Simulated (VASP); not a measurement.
# FePt (P4/mmm) in VASP: a series of runs

Runs on FePt. Level: PBE. Tasks: single point.

Program: VASP 6.6.1. These are calculated values, not measurements. Logs are shortened: lines on timing, memory, paths and dates and some standing lists are left out, and cuts for length are marked.

**1. The cell of the first run**

Symmetry: P4/mmm, No. 123, tetragonal system. Conventional cell: a = 2.724 Å, b = 2.724 Å, c = 3.720 Å, α = 90.00°, β = 90.00°, γ = 90.00°. Pt (site symmetry 4/mmm) has 8 Fe at 2.68 Å and 4 Pt at 2.72 Å within 3.5 Å. Within 3.5 Å of Fe (site symmetry 4/mmm) lie 8 Pt at 2.68 Å and 4 Fe at 2.72 Å.

**2. Single point, PBE, collinear spin, ferromagnetic start**

Contents of INCAR:

```
SYSTEM = FePt
ALGO = Normal
EDIFF = 1E-6
ENCUT = 520
GGA = PE
ISIF = 2
ISMEAR = 0
ISPIN = 2
LASPH = .TRUE.
LCHARG = .FALSE.
LMAXMIX = 4
LORBIT = 11
LREAL = .FALSE.
LWAVE = .FALSE.
MAGMOM = 0 3
NBANDS = 20
NELM = 150
PREC = Accurate
SIGMA = 0.026000000000000002
```

Contents of KPOINTS:

```
k-points
0
G
  10 10 7
  0 0 0
```

Contents of POSCAR:

```
FePt
1.0
    2.7235000000      0.0000000000      0.0000000000
    0.0000000000      2.7235000000      0.0000000000
    0.0000000000      0.0000000000      3.7200000000
Pt Fe
1 1
Direct
    0.5000000000      0.5000000000      0.5000000000
    0.0000000000      0.0000000000      0.0000000000
```

Potentials or basis: VASP PAW PBE potentials, release 64 (Pt, Fe).

Command:

```console
$ cat potpaw_PBE.64/Pt/POTCAR potpaw_PBE.64/Fe/POTCAR > POTCAR
$ mpirun -np 1 vasp_std > vasp.out
```

OUTCAR:

```text
SYSTEM = FePt
   EDIFF = 1E-6
   ENCUT = 520
   GGA = PE
   ISIF = 2
   ISMEAR = 0
   ISPIN = 2
   LASPH = .TRUE.
   LORBIT = 11
   LREAL = .FALSE.
   NELM = 150
   PREC = Accurate

 ion  position               nearest neighbor table
   1  0.500  0.500  0.500-   2 2.68   2 2.68   2 2.68   2 2.68   2 2.68   2 2.68   2 2.68   2 2.68

   2  0.000  0.000  0.000-   1 2.68   1 2.68   1 2.68   1 2.68   1 2.68   1 2.68   1 2.68   1 2.68

  LATTYP: Found a simple tetragonal cell.
 ALAT       =     2.7235000000
 C/A-ratio  =     1.3658894804

  Lattice vectors:

 A1 = (   2.7235000000,   0.0000000000,   0.0000000000)
 A2 = (   0.0000000000,   2.7235000000,   0.0000000000)
 A3 = (   0.0000000000,   0.0000000000,   3.7200000000)

Analysis of symmetry for initial positions (statically):
=====================================================================
 Subroutine PRICEL returns:
 Original cell was already a primitive cell.

 Routine SETGRP: Setting up the symmetry group for a
 simple tetragonal supercell.

 Subroutine GETGRP returns: Found 16 space group operations
 (whereof 16 operations were pure point group operations)
 out of a pool of 16 trial point group operations.

The static configuration has the point symmetry D_4h.

Analysis of symmetry for dynamics (positions and initial velocities):
=====================================================================
 Subroutine PRICEL returns:
 Original cell was already a primitive cell.

 Routine SETGRP: Setting up the symmetry group for a
 simple tetragonal supercell.

 Subroutine GETGRP returns: Found 16 space group operations
 (whereof 16 operations were pure point group operations)
 out of a pool of 16 trial point group operations.

The dynamic configuration has the point symmetry D_4h.

Analysis of structural, dynamic, and magnetic symmetry:
=====================================================================
 Subroutine PRICEL returns:
 Original cell was already a primitive cell.

 Routine SETGRP: Setting up the symmetry group for a
 simple tetragonal supercell.

 Subroutine GETGRP returns: Found 16 space group operations
 (whereof 16 operations were pure point group operations)
 out of a pool of 16 trial point group operations.

The overall configuration has the point symmetry D_4h.

 Subroutine INISYM returns: Found 16 space group operations
 (whereof 16 operations are pure point group operations),
 and found     1 'primitive' translations

----------------------------------------------------------------------------------------

                                     Primitive cell

  volume of cell :      27.5929

  direct lattice vectors                    reciprocal lattice vectors
     2.723500000  0.000000000  0.000000000     0.367174592  0.000000000  0.000000000
     0.000000000  2.723500000  0.000000000     0.000000000  0.367174592  0.000000000
     0.000000000  0.000000000  3.720000000     0.000000000  0.000000000  0.268817204

  length of vectors
     2.723500000  2.723500000  3.720000000     0.367174592  0.367174592  0.268817204

  position of ions in fractional coordinates (direct lattice)
     0.500000000  0.500000000  0.500000000
     0.000000000  0.000000000  0.000000000

  ion indices of the primitive-cell ions
   primitive index   ion index
                 1           1
                 2           2

----------------------------------------------------------------------------------------

 KPOINTS: k-points

Automatic generation of k-mesh.
 Grid dimensions read from file:
 generate k-points for:   10   10    7

 Generating k-lattice:

  Cartesian coordinates                     Fractional coordinates (reciprocal lattice)
     0.036717459  0.000000000  0.000000000     0.100000000  0.000000000  0.000000000
     0.000000000  0.036717459  0.000000000     0.000000000  0.100000000  0.000000000
     0.000000000  0.000000000  0.038402458     0.000000000  0.000000000  0.142857143

  Length of vectors
     0.036717459  0.036717459  0.038402458

  Shift w.r.t. Gamma in fractional coordinates (k-lattice)
     0.000000000  0.000000000  0.000000000

 Subroutine IBZKPT returns following result:
 ===========================================

 Found     84 irreducible k-points:

 Following reciprocal coordinates:
            Coordinates               Weight
  0.000000  0.000000  0.000000      1.000000
  0.100000  0.000000  0.000000      4.000000
  0.200000  0.000000  0.000000      4.000000
  0.300000  0.000000  0.000000      4.000000
  0.400000  0.000000  0.000000      4.000000
  0.500000  0.000000  0.000000      2.000000
[... 16 lines left out ...]
  0.100000  0.000000  0.142857      8.000000
  0.200000  0.000000  0.142857      8.000000
 [... further k-points ...]
   k-points           NKPTS =     84   k-points in BZ     NKDIM =     84   number of bands    NBANDS=     20
   number of dos      NEDOS =    301   number of ions     NIONS =      2
   total plane-waves  NPLWV =  11200
   dimension x,y,z NGX =    20 NGY =   20 NGZ =   28
   dimension x,y,z NGXF=    40 NGYF=   40 NGZF=   56
   ions per type =               1   1
   NGX,Y,Z   is equivalent  to a cutoff of  12.21, 12.21, 12.51 a.u.
   NGXF,Y,Z  is equivalent  to a cutoff of  24.42, 24.42, 25.03 a.u.
 SYSTEM =  FePt
   PREC   = accura    normal or accurate (medium, high low for compatibility)
   ISTART =      0    job   : 0-new  1-cont  2-samecut
   ICHARG =      2    charge: 1-file 2-atom 10-const
   ISPIN  =      2    spin polarized calculation?
   LNONCOLLINEAR =      F non collinear calculations
   LSORBIT =      F    spin-orbit coupling
   LASPH  =      T    aspherical Exc in radial PAW
   ENCUT  =  520.0 eV  38.22 Ry    6.18 a.u.   5.06  5.06  6.92*2*pi/ulx,y,z
   NELM   =    150;   NELMIN=  2; NELMDL= -5     # of ELM steps
   EDIFF  = 0.1E-05   stopping-criterion for ELM
   LREAL  =      F    real-space projection
[... 7 lines left out ...]
   TEBEG  =    0.0;   TEEND  =   0.0 temperature during run
   PSTRESS=    0.0 pullay stress
   NELECT =      18.0000    total number of electrons
   NUPDOWN=      -1.0000    fix difference up-down
   EMIN   =  10.00;   EMAX   =-10.00  energy-range for DOS
   EFERMI =   0.00;   METHOD = LEGACY
   ISMEAR =     0;   SIGMA  =   0.03  broadening in eV -4-tet -1-fermi 0-gaus
   EFERMI_NEDOS =   21; number of points for ismear=-14 and -15
   IALGO  =     38    algorithm
   IMIX   =      4    mixing-type and parameters
     AMIX     =   0.40;   BMIX     =  1.00
     AMIX_MAG =   1.60;   BMIX_MAG =  1.00
  volume/ion in A,a.u.               =      13.80        93.10
  Fermi-wavevector in a.u.,A,eV,Ry     =   1.419819  2.683070 27.427809  2.015887
  Thomas-Fermi vector in A             =   2.540800
   LORBIT       =     11    0 simple, 1 ext, 2 COOP (PROOUT), +10 PAW based schemes
   GGA     = PE    functional components
   LHFCALC =     F    Hartree Fock is set to
   AEXX    =    0.0000 exact exchange contribution
   IVDW    =     0    specifies the selected vdW correction
   LEPSILON=     F    determine dielectric tensor
   LRPA    =     F    only Hartree local field effects (RPA)
 spin polarized calculation
 Gauss-broadening in eV      SIGMA  =   0.03
  energy-cutoff  :      520.00
  volume of cell :       27.59
 maximum number of plane-waves:       758
   NGX = 11   NGY = 11   NGZ = 13

 number of electron      17.9999997 magnetization       3.2628549

 Free energy of the ion-electron system (eV)
  ---------------------------------------------------
  ext. energy  EPLUGINS =         0.00000000
  ---------------------------------------------------
  free energy    TOTEN  =       -14.80071165 eV

  energy without entropy =      -14.80004630  energy(sigma->0) =      -14.80037897

 E-fermi :   8.7426     XC(G=0): -13.0584

 val. band max:        8.7392357443   @ k =   0.4000   0.4000   0.2857
 cond. band min:       8.7604884320   @ k =   0.5000   0.4000   0.2857
 fundamental gap:      0.0212526877
 Fermi energy:         8.7425973570

 spin component 1

 k-point     1 :       0.0000    0.0000    0.0000
  band No.  band energies     occupation
      1      -0.8869      1.00000
      2       2.3450      1.00000
      3       2.5270      1.00000
      4       5.2602      1.00000
      5       5.2602      1.00000
      6       5.7784      1.00000
[... 12 lines left out ...]
     19      30.2309      0.00000
     20      30.2309      0.00000

 k-point     2 :       0.1000    0.0000    0.0000
  band No.  band energies     occupation
      1      -0.6279      1.00000
      2       2.4835      1.00000
      3       2.7026      1.00000
      4       5.1553      1.00000
      5       5.3342      1.00000
      6       5.8444      1.00000
[... 12 lines left out ...]
     19      29.9024      0.00000
     20      30.7148      0.00000

 k-point     3 :       0.2000    0.0000    0.0000
  band No.  band energies     occupation
      1       0.0931      1.00000
      2       2.7962      1.00000
      3       3.2574      1.00000
      4       4.8603      1.00000
      5       5.5484      1.00000
      6       5.9325      1.00000
[... 12 lines left out ...]
     19      30.1252      0.00000
     20      32.0536      0.00000

 k-point     4 :       0.3000    0.0000    0.0000
  band No.  band energies     occupation
      1       1.1071      1.00000
      2       3.2380      1.00000
      3       3.9719      1.00000
      4       4.4427      1.00000
      5       5.7862      1.00000
      6       5.8019      1.00000
[... 429 lines left out ...]
 k-point    23 :       0.1000    0.0000    0.1429
  band No.  band energies     occupation
      1      -0.3820      1.00000
      2       2.5887      1.00000
      3       2.7803      1.00000
      4       5.2083      1.00000
      5       5.4077      1.00000
      6       5.7813      1.00000
[... 12 lines left out ...]
     19      29.9166      0.00000
     20      30.4034      0.00000

 k-point    24 :       0.2000    0.0000    0.1429
  band No.  band energies     occupation
      1       0.3118      1.00000
      2       2.8693      1.00000
      3       3.3590      1.00000
      4       4.8791      1.00000
      5       5.5156      1.00000
      6       5.8993      1.00000
[... 12 lines left out ...]
     19      31.7053      0.00000
     20      31.9351      0.00000

 [... further k-points ...]

 spin component 2

 k-point     1 :       0.0000    0.0000    0.0000
  band No.  band energies     occupation
      1      -0.7554      1.00000
      2       2.9187      1.00000
      3       2.9239      1.00000
      4       6.3294      1.00000
      5       6.3294      1.00000
      6       7.9100      1.00000
[... 12 lines left out ...]
     19      30.3328      0.00000
     20      30.3328      0.00000

 k-point     2 :       0.1000    0.0000    0.0000
  band No.  band energies     occupation
      1      -0.4951      1.00000
      2       3.0145      1.00000
      3       3.1502      1.00000
      4       6.0819      1.00000
      5       6.4015      1.00000
      6       7.7520      1.00000
[... 12 lines left out ...]
     19      30.3204      0.00000
     20      30.8174      0.00000

 k-point     3 :       0.2000    0.0000    0.0000
  band No.  band energies     occupation
      1       0.2288      1.00000
      2       3.2787      1.00000
      3       3.7855      1.00000
      4       5.4680      1.00000
      5       6.6051      1.00000
      6       7.2991      1.00000
[... 12 lines left out ...]
     19      30.4216      0.00000
     20      32.1571      0.00000

 k-point     4 :       0.3000    0.0000    0.0000
  band No.  band energies     occupation
      1       1.2445      1.00000
      2       3.6690      1.00000
      3       4.6189      1.00000
      4       4.7897      1.00000
      5       6.7773      1.00000
      6       6.8980      1.00000
[... 429 lines left out ...]
 k-point    23 :       0.1000    0.0000    0.1429
  band No.  band energies     occupation
      1      -0.2510      1.00000
      2       3.0801      1.00000
      3       3.2290      1.00000
      4       6.1010      1.00000
      5       6.4493      1.00000
      6       7.7756      1.00000
[... 12 lines left out ...]
     19      30.4092      0.00000
     20      30.5953      0.00000

 k-point    24 :       0.2000    0.0000    0.1429
  band No.  band energies     occupation
      1       0.4523      1.00000
      2       3.3242      1.00000
      3       3.8791      1.00000
      4       5.4234      1.00000
      5       6.5776      1.00000
      6       7.3190      1.00000
[... 12 lines left out ...]
     19      31.9163      0.00000
     20      32.2211      0.00000

 [... further k-points ...]

------------------------ aborting loop because EDIFF is reached ----------------------------------------

  FORCE on cell =-STRESS in cart. coord.  units (eV):
  Direction    XX          YY          ZZ          XY          YZ          ZX
  --------------------------------------------------------------------------------------
  -------------------------------------------------------------------------------------
  Total        0.4583830      0.4583830      0.5511741      0.0000000     -0.0000000      0.0000000
  in kB       26.6159117     26.6159117     32.0038084      0.0000000     -0.0000000      0.0000000
  external PRESSURE =      28.4118773 kB  Pullay stress =       0.0000000 kB

 VOLUME and BASIS-vectors are now :
 -----------------------------------------------------------------------------
  energy-cutoff  :      520.00
  volume of cell :       27.59
      direct lattice vectors                 reciprocal lattice vectors
     2.723500000  0.000000000  0.000000000     0.367174592  0.000000000  0.000000000
     0.000000000  2.723500000  0.000000000     0.000000000  0.367174592  0.000000000
     0.000000000  0.000000000  3.720000000     0.000000000  0.000000000  0.268817204

 POSITION                                       TOTAL-FORCE (eV/Angst)
 -----------------------------------------------------------------------------------
      1.36175      1.36175      1.86000         0.000000      0.000000      0.000000
      0.00000      0.00000      0.00000         0.000000      0.000000      0.000000
 -----------------------------------------------------------------------------------
    total drift:                                0.000000      0.000000      0.000000

  FREE ENERGIE OF THE ION-ELECTRON SYSTEM (eV)
  ---------------------------------------------------
  free  energy   TOTEN  =       -14.8007116486 eV

  energy  without entropy=      -14.8000462968  energy(sigma->0) =      -14.80037897

 total charge

# of ion       s       p       d       tot
------------------------------------------
    1        0.714   0.667   8.054   9.435
    2        0.409   0.453   6.124   6.986
--------------------------------------------------
tot          1.123   1.119  14.179  16.422

 magnetization (x)

# of ion       s       p       d       tot
------------------------------------------
    1       -0.026  -0.068   0.423   0.328
    2        0.004  -0.008   2.916   2.913
--------------------------------------------------
tot         -0.022  -0.076   3.339   3.241
```

Wall time 43 s (1 thread of Intel Xeon Platinum 8559C (Emerald Rapids), shared host); peak memory 0.2 GiB.

Results:

```yaml
Free_energy: -14.8007 eV
Pressure: 2.8 GPa
Net_moment: 3.26 μB per cell
Site_moments: Pt +0.33; Fe +2.91 μB
Valence_electrons_inside_the_program's_atomic_spheres: Pt 9.44; Fe 6.99
```

Levels at points of the mesh, in eV from the Fermi level:
Spin up:
```csv
k point,band 9,band 10,band 11,band 12,band 13,band 14
"(0.00, 0.00, 0.00)",-0.57,-0.43,-0.43,2.25,9.72,11.63
"(0.50, 0.00, 0.00)",-2.19,-1.67,0.09,1.98,10.42,10.52
"(0.50, 0.50, 0.00)",-0.51,0.51,1.58,1.58,7.55,9.99
```
Spin down:
```tsv
k point	band 5	band 6	band 7	band 8	band 9	band 10	band 11	band 12
(0.00, 0.00, 0.00)	-2.41	-0.83	-0.81	0.56	1.62	1.62	1.65	2.42
(0.50, 0.00, 0.00)	-2.50	-1.42	-1.23	-0.92	0.49	0.64	2.32	2.53
(0.50, 0.50, 0.00)	0.89	1.20	1.62	1.68	1.70	1.70	1.70	1.70
```

Caveat: spin-orbit coupling is left out, which moves the levels of the heavy elements.

(Part 1 of 2 ends here.)
